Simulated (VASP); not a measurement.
# MoS2 in VASP: further runs

MoS2 is run at these levels: LDA, PBE+D3(BJ); tasks: single point.

All numbers are computed with VASP 6.6.1; they aren't measurements. Logs are shortened: lines on timing, memory, paths and dates and some standing lists are left out, and cuts for length are marked.

## (1) The cell of the first run

The cell holds a slab with vacuum, 3 atoms: a = 3.120 Å, b = 3.120 Å, c = 32.263 Å, α = 90.00°, β = 90.00°, γ = 120.00°.

## (2) Single point, LDA

Input file INCAR:

```
  ALGO = Normal
  DIPOL = 0.5 0.5 0.500
  EDIFF = 1E-7
  ENCUT = 520
  IDIPOL = 3
  ISIF = 2
  ISMEAR = 0
  LASPH = T
  LCHARG = F
  LDIPOL = T
  LREAL = F
  LWAVE = F
  NBANDS = 20
  NELM = 100
  PREC = Accurate
  SIGMA = 0.02
```

Input file KPOINTS:

```
k-points
0
Gamma
  12 12 1
```

Input file POSCAR:

```
MoS2
1.0
    3.1199367330      0.0000000000      0.0000000000
   -1.5599683665      2.7019444689      0.0000000000
    0.0000000000      0.0000000000     32.2630186430
S Mo
2 1
Direct
    0.3333333333      0.6666666667      0.4518693606
    0.3333333333      0.6666666667      0.5481306394
    0.6666666667      0.3333333333      0.5000000000
```

Potentials or basis: VASP PAW LDA potentials, release 64 (S, Mo_sv).

On the command line:

```bash
> cat potpaw_LDA.64/S/POTCAR potpaw_LDA.64/Mo_sv/POTCAR > POTCAR
> mpirun -np 1 vasp_std > vasp.out
```

OUTCAR:

```text
EDIFF = 1E-7
   ENCUT = 520
   ISIF = 2
   ISMEAR = 0
   LASPH = T
   LREAL = F
   NELM = 100
   PREC = Accurate

 ion  position               nearest neighbor table
   1  0.333  0.667  0.452-   3 2.38   3 2.38   3 2.38
   2  0.333  0.667  0.548-   3 2.38   3 2.38   3 2.38
   3  0.667  0.333  0.500-   1 2.38   2 2.38   1 2.38   2 2.38   1 2.38   2 2.38

  LATTYP: Found a hexagonal cell.
 ALAT       =     3.1199367330
 C/A-ratio  =    10.3409207955

  Lattice vectors:

 A1 = (   3.1199367330,   0.0000000000,   0.0000000000)
 A2 = (  -1.5599683665,   2.7019444689,   0.0000000000)
 A3 = (   0.0000000000,   0.0000000000,  32.2630186430)

Analysis of symmetry for initial positions (statically):
=====================================================================
 Subroutine PRICEL returns:
 Original cell was already a primitive cell.

 Routine SETGRP: Setting up the symmetry group for a
 hexagonal supercell.

 Subroutine GETGRP returns: Found 12 space group operations
 (whereof 12 operations were pure point group operations)
 out of a pool of 24 trial point group operations.

The static configuration has the point symmetry D_3h.

Analysis of symmetry for dynamics (positions and initial velocities):
=====================================================================
 Subroutine PRICEL returns:
 Original cell was already a primitive cell.

 Routine SETGRP: Setting up the symmetry group for a
 hexagonal supercell.

 Subroutine GETGRP returns: Found 12 space group operations
 (whereof 12 operations were pure point group operations)
 out of a pool of 24 trial point group operations.

The dynamic configuration has the point symmetry D_3h.

 Subroutine INISYM returns: Found 12 space group operations
 (whereof 12 operations are pure point group operations),
 and found     1 'primitive' translations

----------------------------------------------------------------------------------------

                                     Primitive cell

  volume of cell :     271.9739

  direct lattice vectors                    reciprocal lattice vectors
     3.119936733  0.000000000  0.000000000     0.320519320  0.185051916  0.000000000
    -1.559968366  2.701944469  0.000000000     0.000000000  0.370103831  0.000000000
     0.000000000  0.000000000 32.263018643     0.000000000  0.000000000  0.030995240

  length of vectors
     3.119936733  3.119936733 32.263018643     0.370103831  0.370103831  0.030995240

  position of ions in fractional coordinates (direct lattice)
     0.333333333  0.666666667  0.451869361
     0.333333333  0.666666667  0.548130639
     0.666666667  0.333333333  0.500000000

  ion indices of the primitive-cell ions
   primitive index   ion index
                 1           1
                 2           2
                 3           3

----------------------------------------------------------------------------------------

 KPOINTS: k-points

Automatic generation of k-mesh.
 Grid dimensions read from file:
 generate k-points for:   12   12    1

 Generating k-lattice:

  Cartesian coordinates                     Fractional coordinates (reciprocal lattice)
     0.026709943  0.015420993  0.000000000     0.083333333  0.000000000  0.000000000
     0.000000000  0.030841986  0.000000000     0.000000000  0.083333333  0.000000000
     0.000000000  0.000000000  0.030995240     0.000000000  0.000000000  1.000000000

  Length of vectors
     0.030841986  0.030841986  0.030995240

  Shift w.r.t. Gamma in fractional coordinates (k-lattice)
     0.000000000  0.000000000  0.000000000

 Subroutine IBZKPT returns following result:
 ===========================================

 Found     19 irreducible k-points:

 Following reciprocal coordinates:
            Coordinates               Weight
  0.000000  0.000000  0.000000      1.000000
  0.083333  0.000000  0.000000      6.000000
  0.166667  0.000000  0.000000      6.000000
  0.250000  0.000000  0.000000      6.000000
  0.333333  0.000000  0.000000      6.000000
  0.416667  0.000000  0.000000      6.000000
[... 11 lines left out ...]
  0.333333  0.250000  0.000000     12.000000
  0.333333  0.333333  0.000000      2.000000
   k-points           NKPTS =     19   k-points in BZ     NKDIM =     19   number of bands    NBANDS=     20
   number of dos      NEDOS =    301   number of ions     NIONS =      3
   total plane-waves  NPLWV = 138240
   dimension x,y,z NGX =    24 NGY =   24 NGZ =  240
   dimension x,y,z NGXF=    48 NGYF=   48 NGZF=  480
   ions per type =               2   1
   NGX,Y,Z   is equivalent  to a cutoff of  12.79, 12.79, 12.37 a.u.
   NGXF,Y,Z  is equivalent  to a cutoff of  25.58, 25.58, 24.73 a.u.
 SYSTEM =  unknown system
   PREC   = accura    normal or accurate (medium, high low for compatibility)
   ISTART =      0    job   : 0-new  1-cont  2-samecut
   ICHARG =      2    charge: 1-file 2-atom 10-const
   ISPIN  =      1    spin polarized calculation?
   LNONCOLLINEAR =      F non collinear calculations
   LSORBIT =      F    spin-orbit coupling
   LASPH  =      T    aspherical Exc in radial PAW
   ENCUT  =  520.0 eV  38.22 Ry    6.18 a.u.   5.80  5.80 59.99*2*pi/ulx,y,z
   NELM   =    100;   NELMIN=  2; NELMDL= -5     # of ELM steps
   EDIFF  = 0.1E-06   stopping-criterion for ELM
   LREAL  =      F    real-space projection
   EDIFFG = 0.1E-05   stopping-criterion for IOM
   NSW    =      0    number of steps for IOM
   IBRION =     -1    ionic relax: 0-MD 1-quasi-New 2-CG
   NFREE  =      0    steps in history (QN), initial steepest desc. (CG)
   ISIF   =      2    stress and relaxation
   ISYM   =      2    0-nonsym 1-usesym 2-fastsym
   POTIM  = 0.5000    time-step for ionic-motion
   TEBEG  =    0.0;   TEEND  =   0.0 temperature during run
   PSTRESS=    0.0 pullay stress
   NELECT =      26.0000    total number of electrons
   NUPDOWN=      -1.0000    fix difference up-down
   EMIN   =  10.00;   EMAX   =-10.00  energy-range for DOS
   EFERMI =   0.00;   METHOD = LEGACY
   ISMEAR =     0;   SIGMA  =   0.02  broadening in eV -4-tet -1-fermi 0-gaus
   EFERMI_NEDOS =   21; number of points for ismear=-14 and -15
   IALGO  =     38    algorithm
   IMIX   =      4    mixing-type and parameters
     AMIX     =   0.40;   BMIX     =  1.00
     AMIX_MAG =   1.60;   BMIX_MAG =  1.00
  volume/ion in A,a.u.               =      90.66       611.79
  Fermi-wavevector in a.u.,A,eV,Ry     =   0.748555  1.414563  7.623809  0.560334
  Thomas-Fermi vector in A             =   1.844870
   LORBIT       =      0    0 simple, 1 ext, 2 COOP (PROOUT), +10 PAW based schemes
   GGA     = CA    functional components
   LHFCALC =     F    Hartree Fock is set to
   AEXX    =    0.0000 exact exchange contribution
   IVDW    =     0    specifies the selected vdW correction
   LEPSILON=     F    determine dielectric tensor
   LRPA    =     F    only Hartree local field effects (RPA)
 non-spin polarized calculation
 Gauss-broadening in eV      SIGMA  =   0.02
  energy-cutoff  :      520.00
  volume of cell :      271.97
 maximum number of plane-waves:      7372
 NGX is ok and might be reduce to    24
   NGX = 11   NGY = 11   NGZ =119

 number of electron      26.0000002 magnetization

 dipolmoment           0.000000      0.000000     -0.000000 electrons x Angstroem

 Free energy of the ion-electron system (eV)
  ---------------------------------------------------
  ext. energy  EPLUGINS =         0.00000000
  ---------------------------------------------------
  free energy    TOTEN  =       -24.36654960 eV

  energy without entropy =      -24.36654960  energy(sigma->0) =      -24.36654960

 E-fermi :  -3.3382     XC(G=0):  -2.4779

 val. band max:       -3.6330182191   @ k =   0.3333   0.3333   0.0000
 cond. band min:      -1.7637494672   @ k =   0.3333   0.3333   0.0000
 fundamental gap:      1.8692687519
 Fermi energy:        -3.3382271700

 k-point     1 :       0.0000    0.0000    0.0000
  band No.  band energies     occupation
      1     -64.0378      2.00000
      2     -38.4347      2.00000
      3     -38.1376      2.00000
      4     -38.1376      2.00000
      5     -17.8727      2.00000
      6     -16.4764      2.00000
[... 12 lines left out ...]
     19       2.1293      0.00000
     20       2.5640      0.00000

 k-point     2 :       0.0833    0.0000    0.0000
  band No.  band energies     occupation
      1     -64.0344      2.00000
      2     -38.4283      2.00000
      3     -38.1701      2.00000
      4     -38.1449      2.00000
      5     -17.7595      2.00000
      6     -16.4312      2.00000
[... 12 lines left out ...]
     19       2.2698      0.00000
     20       2.7147      0.00000

 k-point     3 :       0.1667    0.0000    0.0000
  band No.  band energies     occupation
      1     -64.0252      2.00000
      2     -38.4107      2.00000
      3     -38.2580      2.00000
      4     -38.1649      2.00000
      5     -17.4371      2.00000
      6     -16.3027      2.00000
[... 12 lines left out ...]
     19       2.6784      0.00000
     20       3.1443      0.00000

 k-point     4 :       0.2500    0.0000    0.0000
  band No.  band energies     occupation
      1     -64.0125      2.00000
      2     -38.3866      2.00000
      3     -38.3761      2.00000
      4     -38.1919      2.00000
      5     -16.9580      2.00000
      6     -16.1134      2.00000
[... 314 lines left out ...]
 k-point    18 :       0.3333    0.2500    0.0000
  band No.  band energies     occupation
      1     -63.9823      2.00000
      2     -38.5261      2.00000
      3     -38.3823      2.00000
      4     -38.3292      2.00000
      5     -15.5539      2.00000
      6     -15.5300      2.00000
[... 12 lines left out ...]
     19       4.6931      0.00000
     20       5.6951      0.00000

 k-point    19 :       0.3333    0.3333    0.0000
  band No.  band energies     occupation
      1     -63.9806      2.00000
      2     -38.4910      2.00000
      3     -38.4372      2.00000
      4     -38.3259      2.00000
      5     -15.4827      2.00000
      6     -15.4632      2.00000
[... 12 lines left out ...]
     19       3.9825      0.00000
     20       5.9632      0.00000

------------------------ aborting loop because EDIFF is reached ----------------------------------------

 vacuum level on the upper side and lower side of the slab       (xc-potential included)        -0.011        -0.011

  FORCE on cell =-STRESS in cart. coord.  units (eV):
  Direction    XX          YY          ZZ          XY          YZ          ZX
  --------------------------------------------------------------------------------------
  -------------------------------------------------------------------------------------
  Total        0.0461791      0.0461791      0.0223995      0.0000000     -0.0000000      0.0000000
  in kB        0.2720375      0.2720375      0.1319540      0.0000000     -0.0000000      0.0000000
  external PRESSURE =       0.2253430 kB  Pullay stress =       0.0000000 kB

 VOLUME and BASIS-vectors are now :
 -----------------------------------------------------------------------------
  energy-cutoff  :      520.00
  volume of cell :      271.97
      direct lattice vectors                 reciprocal lattice vectors
     3.119936733  0.000000000  0.000000000     0.320519320  0.185051916  0.000000000
    -1.559968366  2.701944469  0.000000000     0.000000000  0.370103831  0.000000000
     0.000000000  0.000000000 32.263018643     0.000000000  0.000000000  0.030995240

 POSITION                                       TOTAL-FORCE (eV/Angst)
 -----------------------------------------------------------------------------------
     -0.00000      1.80130     14.57867         0.000000      0.000000     -0.016086
     -0.00000      1.80130     17.68435         0.000000      0.000000      0.016086
      1.55997      0.90065     16.13151        -0.000000     -0.000000      0.000000
 -----------------------------------------------------------------------------------
    total drift:                               -0.000000      0.000000      0.000000

  FREE ENERGIE OF THE ION-ELECTRON SYSTEM (eV)
  ---------------------------------------------------
  free  energy   TOTEN  =       -24.3665495999 eV

  energy  without entropy=      -24.3665495999  energy(sigma->0) =      -24.36654960

 vacuum level on the upper side and lower side of the slab         2.510         2.510
```

It took 1.7 min on 1 thread of Intel Xeon Platinum 8488C (Sapphire Rapids), shared host; peak memory 0.33 GiB.

Results:

| Quantity | Value |
| --- | --- |
| Free energy | -24.3665 eV |
| Largest force | 0.016 eV/Å |
| Band gap on the k mesh | 1.87 eV, direct |

Forces on the atoms (eV/Å):
```
S    0.000  0.000 -0.016
S    0.000  0.000  0.016
Mo   0.000  0.000  0.000
```

## (3) Single point, PBE+D3(BJ)

This run uses another cell than the first one, of 92.65 Å³/atom, 1.022 times its volume.

Input file INCAR:

```
SYSTEM = MoS2
PREC     = Accurate       ! precision mode
ENCUT    = 520            ! plane-wave cutoff, eV
EDIFF    = 1E-7           ! SCF threshold, eV
ISMEAR   = 0              ! smearing method
SIGMA    = 0.01           ! smearing width, eV
LREAL    = .FALSE.        ! projectors in reciprocal space
LASPH    = .TRUE.         ! aspherical terms in the spheres
NELM     = 80             ! most SCF steps
ALGO     = Normal         ! electronic algorithm
ISIF     = 2              ! what is computed and relaxed
LWAVE    = .FALSE.        ! write WAVECAR
LCHARG   = .FALSE.        ! write CHGCAR
LDIPOL   = .TRUE.       
IDIPOL   = 3            
DIPOL    = 0.5 0.5 0.500
GGA      = PE             ! functional
IVDW     = 12             ! dispersion correction
NBANDS   = 20             ! bands
```

Input file KPOINTS:

```
regular mesh
0
G
  12 12 1
  0 0 0
```

Input file POSCAR:

```
MoS2
1.0
    3.1539716980      0.0000000000      0.0000000000
   -1.5769858490      2.7314196133      0.0000000000
    0.0000000000      0.0000000000     32.2630186430
S Mo
2 1
Direct
    0.3333333333      0.6666666667      0.4514160225
    0.3333333333      0.6666666667      0.5485839775
    0.6666666667      0.3333333333      0.5000000000
```

Potentials or basis: VASP PAW PBE potentials, release 64 (S, Mo_sv).

On the command line:

```bash
> cat potpaw_PBE.64/S/POTCAR potpaw_PBE.64/Mo_sv/POTCAR > POTCAR
> mpirun -np 1 vasp_std > vasp.out
```

OUTCAR:

```text
SYSTEM = MoS2
   PREC = Accurate
   ENCUT = 520
   EDIFF = 1E-7
   ISMEAR = 0
   LREAL = .FALSE.
   LASPH = .TRUE.
   NELM = 80
   ISIF = 2
   GGA = PE
   IVDW = 12
 IVDW          = 12

 ion  position               nearest neighbor table
   1  0.333  0.667  0.451-   3 2.40   3 2.40   3 2.40
   2  0.333  0.667  0.549-   3 2.40   3 2.40   3 2.40
   3  0.667  0.333  0.500-   1 2.40   2 2.40   1 2.40   2 2.40   1 2.40   2 2.40

  LATTYP: Found a hexagonal cell.
 ALAT       =     3.1539716980
 C/A-ratio  =    10.2293304228

  Lattice vectors:

 A1 = (   3.1539716980,   0.0000000000,   0.0000000000)
 A2 = (  -1.5769858490,   2.7314196133,   0.0000000000)
 A3 = (   0.0000000000,   0.0000000000,  32.2630186430)

Analysis of symmetry for initial positions (statically):
=====================================================================
 Subroutine PRICEL returns:
 Original cell was already a primitive cell.

 Routine SETGRP: Setting up the symmetry group for a
 hexagonal supercell.

 Subroutine GETGRP returns: Found 12 space group operations
 (whereof 12 operations were pure point group operations)
[... 164 lines left out ...]

 val. band max:       -3.4417010420   @ k =   0.3333   0.3333   0.0000
 cond. band min:      -1.6603813114   @ k =   0.3333   0.3333   0.0000
 fundamental gap:      1.7813197306
 Fermi energy:        -3.3222200277

 k-point     1 :       0.0000    0.0000    0.0000
  band No.  band energies     occupation
      1     -64.2768      2.00000
      2     -38.4365      2.00000
      3     -38.1983      2.00000
      4     -38.1983      2.00000
      5     -17.6030      2.00000
      6     -16.3009      2.00000
[... 426 lines left out ...]
     19       4.1842      0.00000
     20       6.2045      0.00000

------------------------ aborting loop because EDIFF is reached ----------------------------------------

 vacuum level on the upper side and lower side of the slab       (xc-potential included)        -0.009        -0.009

 Edisp (eV)   -0.95741

 E8    (eV) :    -0.4144

  FORCE on cell =-STRESS in cart. coord.  units (eV):
  Direction    XX          YY          ZZ          XY          YZ          ZX
  --------------------------------------------------------------------------------------
  -------------------------------------------------------------------------------------
  Total      -0.03696    -0.03696    -0.06396     0.00000     0.00000     0.00000
  in kB      -0.21304    -0.21304    -0.36869     0.00000     0.00000     0.00000
  external pressure =       -0.26 kB  Pullay stress =        0.00 kB

 VOLUME and BASIS-vectors are now :
 -----------------------------------------------------------------------------
  energy-cutoff  :      520.00
  volume of cell :      277.94
      direct lattice vectors                 reciprocal lattice vectors
     3.153971698  0.000000000  0.000000000     0.317060550  0.183054994  0.000000000
    -1.576985849  2.731419613  0.000000000     0.000000000  0.366109987  0.000000000
     0.000000000  0.000000000 32.263018643     0.000000000  0.000000000  0.030995240

 POSITION                                       TOTAL-FORCE (eV/Angst)
 -----------------------------------------------------------------------------------
     -0.00000      1.82095     14.56404         0.000000     -0.000000      0.012236
     -0.00000      1.82095     17.69898         0.000000     -0.000000     -0.012236
      1.57699      0.91047     16.13151        -0.000000      0.000000      0.000000
 -----------------------------------------------------------------------------------
    total drift:                               -0.000000      0.000000      0.000000

  FREE ENERGIE OF THE ION-ELECTRON SYSTEM (eV)
  ---------------------------------------------------
  free  energy   TOTEN  =       -22.8011108839 eV

  energy  without entropy=      -22.8011108839  energy(sigma->0) =      -22.80111088

 vacuum level on the upper side and lower side of the slab         2.441         2.441
```

It took 2.2 min on 1 thread of Intel Xeon Platinum 8488C (Sapphire Rapids), shared host; peak memory 0.42 GiB.

What came out:

```
Free energy                : -22.8011 eV
Largest force              : 0.012 eV/Å
Band gap on the k mesh     : 1.78 eV, direct
Dispersion energy per atom : -0.319 eV
```

Forces in eV/Å, atoms in the order of the input:
```
S    0.000  0.000  0.012
S    0.000  0.000 -0.012
Mo   0.000  0.000  0.000
```

Levels at points of the mesh, in eV from the valence-band top:
```tsv
k point	band 10	band 11	band 12	band 13	band 14	band 15	band 16	band 17
(0.00, 0.00, 0.00)	-1.86	-1.45	-1.45	-0.09	2.84	2.84	3.07	3.07
(0.50, 0.00, 0.00)	-3.15	-1.95	-0.91	-0.65	2.35	2.85	3.92	4.38
```
